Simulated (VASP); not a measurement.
A run of VASP 6.6.1:

POSCAR

```
AgCl
1.0
    0.0674977016      2.9932461898      2.9932461898
    2.9932461898      0.0674977016      2.9932461898
    3.0607438914      3.0607438914      0.0000000000
Ag Cl
1 1
Direct
    0.0076236992      0.0076236992     -0.0076236992
    0.2423763008      0.2423763008      0.2576236992
```

Contents of INCAR.step1:

```
SYSTEM = AgCl
PREC     = Accurate       ! precision mode
ENCUT    = 520            ! plane-wave cutoff, eV
ISMEAR   = 0              ! smearing method
SIGMA    = 0.01           ! smearing width, eV
LREAL    = .FALSE.        ! projectors in reciprocal space
LASPH    = .TRUE.         ! aspherical terms in the spheres
NELM     = 100            ! most SCF steps
NBANDS   = 16             ! bands
GGA      = PE             ! functional
ALGO     = Normal         ! electronic algorithm
EDIFF    = 1E-4           ! SCF threshold, eV
LWAVE    = .TRUE.         ! write WAVECAR
LCHARG   = .FALSE.        ! write CHGCAR
```

File INCAR.step2:

```
SYSTEM = AgCl
PREC     = Accurate       ! precision mode
ENCUT    = 520            ! plane-wave cutoff, eV
EDIFF    = 1E-6           ! SCF threshold, eV
ISMEAR   = 0              ! smearing method
SIGMA    = 0.01           ! smearing width, eV
LREAL    = .FALSE.        ! projectors in reciprocal space
LASPH    = .TRUE.         ! aspherical terms in the spheres
NELM     = 100            ! most SCF steps
ALGO     = Normal         ! electronic algorithm
ISIF     = 2              ! what is computed and relaxed
LWAVE    = .FALSE.        ! write WAVECAR
LCHARG   = .FALSE.        ! write CHGCAR
METAGGA  = R2SCAN         ! meta-GGA
LMIXTAU  = .TRUE.       
NBANDS   = 16             ! bands
ISTART   = 1
```

File KPOINTS:

```
regular mesh
0
G
  8 8 8
  0 0 0
```

Potentials or basis: VASP PAW PBE potentials, release 64 (Ag, Cl).

The run is started by

```bash
$ cat potpaw_PBE.64/Ag/POTCAR potpaw_PBE.64/Cl/POTCAR > POTCAR
$ cp INCAR.step1 INCAR
$ mpirun -np 1 vasp_std > vasp.out
$ cp INCAR.step2 INCAR
$ mpirun -np 1 vasp_std > vasp.out
```

Hardware: 1 thread of Intel(R) Xeon(R) Platinum 8259CL CPU @ 2.50GHz (Skylake/Cascade Lake), on a shared host.

How long does it take, and how much memory?

Run time: 2.6 min on 1 thread of Intel(R) Xeon(R) Platinum 8259CL CPU @ 2.50GHz (Skylake/Cascade Lake), with other jobs on the host, peak memory 0.24 GiB. Counts: k points 95.
